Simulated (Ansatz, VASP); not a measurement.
**PbS: VASP beside Ansatz**

```
Pb S
1.0
     0.00000    3.23683    3.23683
     3.23683    0.00000    3.23683
     3.23683    3.23683    0.00000
Pb S
1 1
Direct
  0.00000 0.00000 0.00000
  0.25000 0.25000 0.25000
```

Alike in both runs: functional LDA; k mesh 12 × 12 × 12; occupations fermi-dirac, width 0.1 eV; no spin polarisation.

Ansatz relaxed the structure, and its values are those at the end. VASP's run is a single point on that final structure, the one shown.

|  | VASP | Ansatz |
| --- | --- | --- |
| version | VASP 6.6.1 | Ansatz 0.2.0 |
| potentials or method | VASP PAW LDA potentials, release 64 (Pb_d, S) | PAW with Ansatz's default frozen-core files, scalar-relativistic |
| plane-wave cutoff (eV) | 520 | 420 |
| valence electrons in the cell | 20 | 20 |

|  | VASP | Ansatz | Ansatz less VASP |
| --- | --- | --- | --- |
| pressure (GPa) | 0.0 | 0.0 | -0.05 |

LDA's correlation is that of Perdew and Zunger in VASP and of Perdew and Wang (1992) in Ansatz.

Spin-orbit coupling is off throughout.
